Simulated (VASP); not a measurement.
# NaCl (Fm-3m) in VASP: further runs

Aim: see how the results for NaCl move with the level of theory and the settings. Levels: PBE, BLYP+D3(BJ), revPBE+D3(BJ). Tasks: single point.

Program: VASP 6.6.1. These are calculated values, not measurements. Logs are shortened: lines on timing, memory, paths and dates and some standing lists are left out, and cuts for length are marked.

### 1 The cell of the first run

It takes space group Fm-3m (No. 225, cubic). Conventional cell: a = 5.588 Å, b = 5.588 Å, c = 5.588 Å, α = 90.00°, β = 90.00°, γ = 90.00°. Within 3.7 Å of Cl (site symmetry m-3m) lie 6 Na at 2.79 Å. Within 3.7 Å of Na (site symmetry m-3m) lie 6 Cl at 2.79 Å.

### 2 Single point, PBE

Contents of INCAR:

```
SYSTEM = NaCl
ALGO = Normal ; EDIFF = 1E-6
ENCUT = 500 ; GGA = PE
GGA_COMPAT = .FALSE. ; ISIF = 2
ISMEAR = 0 ; LASPH = .TRUE.
LCHARG = .FALSE. ; LREAL = .FALSE.
LWAVE = .FALSE. ; NBANDS = 14
NELM = 120 ; PREC = Accurate
SIGMA = 0.016
```

Contents of KPOINTS:

```
k-points
0
G
  8 8 8
  0 0 0
```

Contents of POSCAR:

```
NaCl
1.0
    0.0000000000      2.7940632177      2.7940632177
    2.7940632177      0.0000000000      2.7940632177
    2.7940632177      2.7940632177      0.0000000000
Cl Na
1 1
Direct
    0.5000000000      0.5000000000      0.5000000000
    0.0000000000      0.0000000000      0.0000000000
```

Potentials or basis: VASP PAW PBE potentials, release 64 (Cl, Na_pv).

Command:

```console
> cat potpaw_PBE.64/Cl/POTCAR potpaw_PBE.64/Na_pv/POTCAR > POTCAR
> mpirun -np 1 vasp_std > vasp.out
```

OUTCAR:

```text
SYSTEM = NaCl
   EDIFF = 1E-6
   ENCUT = 500
   GGA = PE
   ISIF = 2
   ISMEAR = 0
   LASPH = .TRUE.
   LREAL = .FALSE.
   NELM = 120
   PREC = Accurate

 ion  position               nearest neighbor table
   1  0.500  0.500  0.500-
   2  0.000  0.000  0.000-

  LATTYP: Found a face centered cubic cell.
 ALAT       =     5.5881264354

  Lattice vectors:

 A1 = (   0.0000000000,   2.7940632177,   2.7940632177)
 A2 = (   2.7940632177,   0.0000000000,   2.7940632177)
 A3 = (   2.7940632177,   2.7940632177,   0.0000000000)

Analysis of symmetry for initial positions (statically):
=====================================================================
 Subroutine PRICEL returns:
 Original cell was already a primitive cell.

 Routine SETGRP: Setting up the symmetry group for a
 face centered cubic supercell.

 Subroutine GETGRP returns: Found 48 space group operations
 (whereof 48 operations were pure point group operations)
 out of a pool of 48 trial point group operations.

The static configuration has the point symmetry O_h .

Analysis of symmetry for dynamics (positions and initial velocities):
=====================================================================
 Subroutine PRICEL returns:
 Original cell was already a primitive cell.

 Routine SETGRP: Setting up the symmetry group for a
 face centered cubic supercell.

 Subroutine GETGRP returns: Found 48 space group operations
 (whereof 48 operations were pure point group operations)
 out of a pool of 48 trial point group operations.

The dynamic configuration has the point symmetry O_h .

 Subroutine INISYM returns: Found 48 space group operations
 (whereof 48 operations are pure point group operations),
 and found     1 'primitive' translations

----------------------------------------------------------------------------------------

                                     Primitive cell

  volume of cell :      43.6253

  direct lattice vectors                    reciprocal lattice vectors
     0.000000000  2.794063218  2.794063218    -0.178950854  0.178950854  0.178950854
     2.794063218  0.000000000  2.794063218     0.178950854 -0.178950854  0.178950854
     2.794063218  2.794063218  0.000000000     0.178950854  0.178950854 -0.178950854

  length of vectors
     3.951402097  3.951402097  3.951402097     0.309951972  0.309951972  0.309951972

  position of ions in fractional coordinates (direct lattice)
     0.500000000  0.500000000  0.500000000
     0.000000000  0.000000000  0.000000000

  ion indices of the primitive-cell ions
   primitive index   ion index
                 1           1
                 2           2

----------------------------------------------------------------------------------------

 KPOINTS: k-points

Automatic generation of k-mesh.
 Grid dimensions read from file:
 generate k-points for:    8    8    8

 Generating k-lattice:

  Cartesian coordinates                     Fractional coordinates (reciprocal lattice)
    -0.022368857  0.022368857  0.022368857     0.125000000  0.000000000  0.000000000
     0.022368857 -0.022368857  0.022368857     0.000000000  0.125000000  0.000000000
     0.022368857  0.022368857 -0.022368857     0.000000000  0.000000000  0.125000000

  Length of vectors
     0.038743996  0.038743996  0.038743996

  Shift w.r.t. Gamma in fractional coordinates (k-lattice)
     0.000000000  0.000000000  0.000000000

 Subroutine IBZKPT returns following result:
 ===========================================

 Found     29 irreducible k-points:

 Following reciprocal coordinates:
            Coordinates               Weight
  0.000000  0.000000  0.000000      1.000000
  0.125000  0.000000  0.000000      8.000000
  0.250000  0.000000  0.000000      8.000000
  0.375000  0.000000  0.000000      8.000000
  0.500000  0.000000  0.000000      4.000000
  0.125000  0.125000  0.000000      6.000000
[... 16 lines left out ...]
  0.500000  0.250000  0.125000     48.000000
 -0.375000  0.250000  0.125000     24.000000
 [... further k-points ...]
   k-points           NKPTS =     29   k-points in BZ     NKDIM =     29   number of bands    NBANDS=     14
   number of dos      NEDOS =    301   number of ions     NIONS =      2
   total plane-waves  NPLWV =  27000
   dimension x,y,z NGX =    30 NGY =   30 NGZ =   30
   dimension x,y,z NGXF=    60 NGYF=   60 NGZF=   60
   ions per type =               1   1
   NGX,Y,Z   is equivalent  to a cutoff of  12.62, 12.62, 12.62 a.u.
   NGXF,Y,Z  is equivalent  to a cutoff of  25.24, 25.24, 25.24 a.u.
 SYSTEM =  NaCl
   PREC   = accura    normal or accurate (medium, high low for compatibility)
   ISTART =      0    job   : 0-new  1-cont  2-samecut
   ICHARG =      2    charge: 1-file 2-atom 10-const
   ISPIN  =      1    spin polarized calculation?
   LNONCOLLINEAR =      F non collinear calculations
   LSORBIT =      F    spin-orbit coupling
   LASPH  =      T    aspherical Exc in radial PAW
   ENCUT  =  500.0 eV  36.75 Ry    6.06 a.u.   7.20  7.20  7.20*2*pi/ulx,y,z
   NELM   =    120;   NELMIN=  2; NELMDL= -5     # of ELM steps
   EDIFF  = 0.1E-05   stopping-criterion for ELM
   LREAL  =      F    real-space projection
   EDIFFG = 0.1E-04   stopping-criterion for IOM
   NSW    =      0    number of steps for IOM
   IBRION =     -1    ionic relax: 0-MD 1-quasi-New 2-CG
   NFREE  =      0    steps in history (QN), initial steepest desc. (CG)
   ISIF   =      2    stress and relaxation
   ISYM   =      2    0-nonsym 1-usesym 2-fastsym
   POTIM  = 0.5000    time-step for ionic-motion
   TEBEG  =    0.0;   TEEND  =   0.0 temperature during run
   PSTRESS=    0.0 pullay stress
   NELECT =      14.0000    total number of electrons
   NUPDOWN=      -1.0000    fix difference up-down
   EMIN   =  10.00;   EMAX   =-10.00  energy-range for DOS
   EFERMI =   0.00;   METHOD = LEGACY
   ISMEAR =     0;   SIGMA  =   0.02  broadening in eV -4-tet -1-fermi 0-gaus
   EFERMI_NEDOS =   21; number of points for ismear=-14 and -15
   IALGO  =     38    algorithm
   IMIX   =      4    mixing-type and parameters
     AMIX     =   0.40;   BMIX     =  1.00
     AMIX_MAG =   1.60;   BMIX_MAG =  1.00
  volume/ion in A,a.u.               =      21.81       147.20
  Fermi-wavevector in a.u.,A,eV,Ry     =   1.120825  2.118053 17.092312  1.256249
  Thomas-Fermi vector in A             =   2.257475
   LORBIT       =      0    0 simple, 1 ext, 2 COOP (PROOUT), +10 PAW based schemes
   GGA     = PE    functional components
   LHFCALC =     F    Hartree Fock is set to
   AEXX    =    0.0000 exact exchange contribution
   IVDW    =     0    specifies the selected vdW correction
   LEPSILON=     F    determine dielectric tensor
   LRPA    =     F    only Hartree local field effects (RPA)
 non-spin polarized calculation
 Gauss-broadening in eV      SIGMA  =   0.02
  energy-cutoff  :      500.00
  volume of cell :       43.63
 maximum number of plane-waves:      1124
 NGX is ok and might be reduce to    30
   NGX = 15   NGY = 15   NGZ = 15

 number of electron      14.0000007 magnetization

 Free energy of the ion-electron system (eV)
  ---------------------------------------------------
  ext. energy  EPLUGINS =         0.00000000
  ---------------------------------------------------
  free energy    TOTEN  =        -6.76562411 eV

  energy without entropy =       -6.76562411  energy(sigma->0) =       -6.76562411

 E-fermi :  -0.4435     XC(G=0):  -8.2856

 val. band max:       -0.5681374487   @ k =   0.0000   0.0000   0.0000
 cond. band min:       4.6475618794   @ k =   0.0000   0.0000   0.0000
 fundamental gap:      5.2156993281
 Fermi energy:        -0.4435197875

 k-point     1 :       0.0000    0.0000    0.0000
  band No.  band energies     occupation
      1     -21.3348      2.00000
      2     -21.3348      2.00000
      3     -21.3348      2.00000
      4     -13.2914      2.00000
      5      -0.5681      2.00000
      6      -0.5681      2.00000
      7      -0.5681      2.00000
      8       4.6476      0.00000
      9      10.5795      0.00000
     10      10.5795      0.00000
     11      10.5795      0.00000
     12      12.7768      0.00000
     13      12.7768      0.00000
     14      14.4296      0.00000

 k-point     2 :       0.1250    0.0000    0.0000
  band No.  band energies     occupation
      1     -21.3398      2.00000
      2     -21.3352      2.00000
      3     -21.3352      2.00000
      4     -13.2405      2.00000
      5      -0.9527      2.00000
      6      -0.6114      2.00000
      7      -0.6114      2.00000
      8       5.1546      0.00000
      9      10.0423      0.00000
     10      10.7789      0.00000
     11      10.7789      0.00000
     12      12.5251      0.00000
     13      12.5251      0.00000
     14      15.3769      0.00000

 k-point     3 :       0.2500    0.0000    0.0000
  band No.  band energies     occupation
      1     -21.3516      2.00000
      2     -21.3360      2.00000
      3     -21.3360      2.00000
      4     -13.1140      2.00000
      5      -1.7116      2.00000
      6      -0.7123      2.00000
      7      -0.7123      2.00000
      8       6.1322      0.00000
      9       9.5144      0.00000
     10      10.8861      0.00000
     11      10.8861      0.00000
     12      12.7505      0.00000
     13      12.7505      0.00000
     14      15.2705      0.00000
[... 324 lines left out ...]
 k-point    23 :       0.5000    0.2500    0.1250
  band No.  band energies     occupation
      1     -21.3591      2.00000
      2     -21.3434      2.00000
      3     -21.3388      2.00000
      4     -12.9333      2.00000
      5      -2.1697      2.00000
      6      -1.2859      2.00000
      7      -0.9456      2.00000
      8       7.7050      0.00000
      9       9.0998      0.00000
     10       9.4542      0.00000
     11      11.4536      0.00000
     12      13.2798      0.00000
     13      15.7123      0.00000
     14      16.1022      0.00000

 k-point    24 :      -0.3750    0.2500    0.1250
  band No.  band energies     occupation
      1     -21.3616      2.00000
      2     -21.3440      2.00000
      3     -21.3397      2.00000
      4     -12.8916      2.00000
      5      -2.2920      2.00000
      6      -1.3674      2.00000
      7      -1.0011      2.00000
      8       7.8330      0.00000
      9       9.0916      0.00000
     10       9.8095      0.00000
     11      11.2668      0.00000
     12      13.9267      0.00000
     13      15.2280      0.00000
     14      16.2332      0.00000

 [... further k-points ...]

------------------------ aborting loop because EDIFF is reached ----------------------------------------

  FORCE on cell =-STRESS in cart. coord.  units (eV):
  Direction    XX          YY          ZZ          XY          YZ          ZX
  --------------------------------------------------------------------------------------
  -------------------------------------------------------------------------------------
  Total        0.4071530      0.4071530      0.4071530      0.0000000     -0.0000000      0.0000000
  in kB       14.9530413     14.9530413     14.9530413      0.0000000     -0.0000000      0.0000000
  external PRESSURE =      14.9530413 kB  Pullay stress =       0.0000000 kB

 VOLUME and BASIS-vectors are now :
 -----------------------------------------------------------------------------
  energy-cutoff  :      500.00
  volume of cell :       43.63
      direct lattice vectors                 reciprocal lattice vectors
     0.000000000  2.794063218  2.794063218    -0.178950854  0.178950854  0.178950854
     2.794063218  0.000000000  2.794063218     0.178950854 -0.178950854  0.178950854
     2.794063218  2.794063218  0.000000000     0.178950854  0.178950854 -0.178950854

 POSITION                                       TOTAL-FORCE (eV/Angst)
 -----------------------------------------------------------------------------------
      2.79406      2.79406      2.79406         0.000000      0.000000      0.000000
      0.00000      0.00000      0.00000         0.000000      0.000000      0.000000
 -----------------------------------------------------------------------------------
    total drift:                               -0.000000      0.000000      0.000000

  FREE ENERGIE OF THE ION-ELECTRON SYSTEM (eV)
  ---------------------------------------------------
  free  energy   TOTEN  =        -6.7656241064 eV

  energy  without entropy=       -6.7656241064  energy(sigma->0) =       -6.76562411
```

It took 18 s on 1 thread of Intel Xeon Platinum 8259CL at 2.50GHz (Skylake/Cascade Lake), shared host; peak memory 0.16 GiB.

What came out:

```yaml
Free_energy: -6.7656 eV
Pressure: 1.5 GPa
Band_gap_on_the_k_mesh: 5.22 eV
```

### 3 Single point, PBE

Contents of INCAR:

```
ALGO = Normal ; EDIFF = 1E-6
ENCUT = 500 ; GGA = PE
GGA_COMPAT = F ; ISIF = 2
ISMEAR = 0 ; LASPH = T
LCHARG = F ; LREAL = F
LWAVE = F ; NBANDS = 14
NELM = 120 ; PREC = Accurate
SIGMA = 0.020999999999999998
```

Contents of KPOINTS:

```
k-points
0
Gamma
  8 8 8
```

POSCAR is that of step 2.

Potentials or basis: VASP PAW PBE potentials, release 64 (Cl, Na_pv).

Command:

```console
> cat potpaw_PBE.64/Cl/POTCAR potpaw_PBE.64/Na_pv/POTCAR > POTCAR
> mpirun -np 1 vasp_std > vasp.out
```

Run time: 17 s. Hardware: 1 thread of Intel Xeon Platinum 8259CL at 2.50GHz (Skylake/Cascade Lake), shared host; peak memory 0.16 GiB.

The run converged. Its results:

```
Free energy            : -6.7656 eV
Pressure               : 1.5 GPa
Band gap on the k mesh : 5.22 eV
```

Levels at points of the mesh, in eV from the valence-band top:
| k point | band 4 | band 5 | band 6 | band 7 | band 8 | band 9 | band 10 | band 11 |
| --- | --- | --- | --- | --- | --- | --- | --- | --- |
| (0.00, 0.00, 0.00) | -12.72 | 0.00 | 0.00 | 0.00 | 5.22 | 11.15 | 11.15 | 11.15 |
| (0.50, 0.00, 0.00) | -12.36 | -2.01 | -0.28 | -0.28 | 7.32 | 10.85 | 11.04 | 11.04 |
| (0.50, 0.50, 0.00) | -12.31 | -1.73 | -0.62 | -0.62 | 7.62 | 8.05 | 11.52 | 15.03 |

### 4 Single point, BLYP+D3(BJ)

This run uses another cell than the first one, of 20.82 Å³/atom.

Contents of INCAR:

```
SYSTEM = NaCl
AGGAC = 1.0 ; AGGAX = 1.0
ALDAC = 0.0 ; ALDAX = 1.0
ALGO = Normal ; EDIFF = 1E-6
ENCUT = 520 ; GGA = B5
ISIF = 2 ; ISMEAR = -1
IVDW = 12 ; LASPH = .TRUE.
LCHARG = .FALSE. ; LREAL = .FALSE.
LWAVE = .FALSE. ; NBANDS = 14
NELM = 80 ; PREC = Accurate
SIGMA = 0.05 ; VDW_A1 = 0.4298
VDW_A2 = 4.2359 ; VDW_S6 = 1.0
VDW_S8 = 2.6996
```

Contents of KPOINTS:

```
k-points
0
G
  8 8 8
  0 0 0
```

Contents of POSCAR:

```
NaCl
1.0
    0.0000000000      2.7510344495      2.7510344495
    2.7510344495      0.0000000000      2.7510344495
    2.7510344495      2.7510344495      0.0000000000
Cl Na
1 1
Direct
    0.5000000000      0.5000000000      0.5000000000
    0.0000000000      0.0000000000      0.0000000000
```

Potentials or basis: VASP PAW PBE potentials, release 64 (Cl, Na_pv).

Command:

```console
> cat potpaw_PBE.64/Cl/POTCAR potpaw_PBE.64/Na_pv/POTCAR > POTCAR
> mpirun -np 1 vasp_std > vasp.out
```

OUTCAR:

```text
SYSTEM = NaCl
   EDIFF = 1E-6
   ENCUT = 520
   GGA = B5
   ISIF = 2
   ISMEAR = -1
   IVDW = 12
   LASPH = .TRUE.
   LREAL = .FALSE.
   NELM = 80
   PREC = Accurate
 IVDW          = 12

 ion  position               nearest neighbor table
   1  0.500  0.500  0.500-
   2  0.000  0.000  0.000-

  LATTYP: Found a face centered cubic cell.
 ALAT       =     5.5020688990

  Lattice vectors:

 A1 = (   0.0000000000,   2.7510344495,   2.7510344495)
 A2 = (   2.7510344495,   0.0000000000,   2.7510344495)
[... 593 lines left out ...]
------------------------ aborting loop because EDIFF is reached ----------------------------------------

 Edisp (eV)   -1.03487

 E8    (eV) :    -0.7459

  FORCE on cell =-STRESS in cart. coord.  units (eV):
  Direction    XX          YY          ZZ          XY          YZ          ZX
  --------------------------------------------------------------------------------------
  -------------------------------------------------------------------------------------
  Total      -0.02203    -0.02203    -0.02203    -0.00000    -0.00000    -0.00000
  in kB      -0.84769    -0.84769    -0.84769    -0.00000    -0.00000    -0.00000
  external pressure =       -0.85 kB  Pullay stress =        0.00 kB

 VOLUME and BASIS-vectors are now :
 -----------------------------------------------------------------------------
  energy-cutoff  :      520.00
  volume of cell :       41.64
      direct lattice vectors                 reciprocal lattice vectors
     0.000000000  2.751034450  2.751034450    -0.181749814  0.181749814  0.181749814
     2.751034450  0.000000000  2.751034450     0.181749814 -0.181749814  0.181749814
     2.751034450  2.751034450  0.000000000     0.181749814  0.181749814 -0.181749814

 POSITION                                       TOTAL-FORCE (eV/Angst)
 -----------------------------------------------------------------------------------
      2.75103      2.75103      2.75103         0.000000      0.000000      0.000000
      0.00000      0.00000      0.00000         0.000000      0.000000     -0.000000
 -----------------------------------------------------------------------------------
    total drift:                               -0.000000      0.000000      0.000000

  FREE ENERGIE OF THE ION-ELECTRON SYSTEM (eV)
  ---------------------------------------------------
  free  energy   TOTEN  =        -7.3605036627 eV

  energy  without entropy=       -7.3605036627  energy(sigma->0) =       -7.36050366
```

It took 23 s on 1 thread of Intel Xeon 8259CL, shared host; peak memory 0.17 GiB.

Results:

| Property | Result |
| --- | --- |
| Free energy | -7.3605 eV |
| Pressure | -0.1 GPa |
| Band gap on the k mesh | 5.47 eV |
| Dispersion energy per atom | -0.517 eV |

Caveat: the PAW data sets were made with another functional, which shifts forces and pressure a little.

### 5 Single point, revPBE+D3(BJ)

Contents of INCAR:

```
PREC     = Accurate       # precision mode
ENCUT    = 520            # plane-wave cutoff, eV
EDIFF    = 1E-6           # SCF threshold, eV
ISMEAR   = -1             # smearing method
SIGMA    = 0.05           # smearing width, eV
LREAL    = F              # projectors in reciprocal space
LASPH    = T              # aspherical terms in the spheres
NELM     = 60             # most SCF steps
ALGO     = Normal         # electronic algorithm
ISIF     = 2              # what is computed and relaxed
LWAVE    = F              # write WAVECAR
LCHARG   = F              # write CHGCAR
GGA      = RE             # functional
IVDW     = 12             # dispersion correction
NBANDS   = 14             # bands
```

Contents of KPOINTS:

```
regular mesh
0
Gamma
  8 8 8
```

Contents of POSCAR:

```
NaCl
1.0
    0.0000000000      2.7940632177      2.7940632177
    2.7940632177      0.0000000000      2.7940632177
    2.7940632177      2.7940632177      0.0000000000
Cl Na
1 1
Direct
    0.5000000000      0.5000000000      0.5000000000
    0.0000000000      0.0000000000      0.0000000000
```

Command:

```console
> cat potpaw_PBE.64/Cl/POTCAR potpaw_PBE.64/Na_pv/POTCAR > POTCAR
> mpirun -np 1 vasp_std > vasp.out
```

Run time: 20 s. Hardware: 1 thread of Intel Xeon 8259CL, shared host; peak memory 0.17 GiB.

Results (log left out):

```yaml
Free_energy: -7.2445 eV
Pressure: -0.1 GPa
Band_gap_on_the_k_mesh: 5.49 eV
Dispersion_energy_per_atom: -0.420 eV
```

Levels at points of the mesh, in eV from the valence-band top:
| k point | band 5 | band 6 | band 7 | band 8 | band 9 | band 10 |
| --- | --- | --- | --- | --- | --- | --- |
| (0.00, 0.00, 0.00) | 0.00 | 0.00 | 0.00 | 5.49 | 11.29 | 11.29 |
| (0.50, 0.00, 0.00) | -1.95 | -0.27 | -0.27 | 7.55 | 11.10 | 11.20 |
| (0.50, 0.50, 0.00) | -1.69 | -0.61 | -0.61 | 7.85 | 8.25 | 11.77 |

Caveat: the PAW data sets were made with another functional, which shifts forces and pressure a little. A k mesh can miss the band edges.

### 6 Overview

```tsv
level	cell	cutoff (eV)	smearing	gap on the mesh (eV)	pressure (GPa)
PBE	a = 3.951 Å, angles 60.0°, 2 atoms	500	gaussian 0.016 eV	5.22	1.5
PBE	a = 3.951 Å, angles 60.0°, 2 atoms	500	gaussian 0.021 eV	5.22	1.5
BLYP+D3(BJ)	a = 3.891 Å, angles 60.0°, 2 atoms	520	fermi-dirac 0.05 eV	5.47	-0.1
revPBE+D3(BJ)	a = 3.951 Å, angles 60.0°, 2 atoms	520	fermi-dirac 0.05 eV	5.49	-0.1
```

Alike in all rows: task single point; potentials or basis VASP PAW PBE potentials, release 64 (Cl, Na_pv); no spin polarisation; k mesh 8 × 8 × 8.

On the cell as given the gap runs from 5.22 eV (PBE) to 5.49 eV (revPBE+D3(BJ)). The pressure there spans -0.1 GPa (revPBE+D3(BJ)) to 1.5 GPa (PBE); a positive pressure means that this level wants a larger cell, a negative one a smaller.

Caveats: the PAW data sets were made with another functional, which shifts forces and pressure a little (at least some runs).

Absolute energies hang on the potentials; compare differences alone.
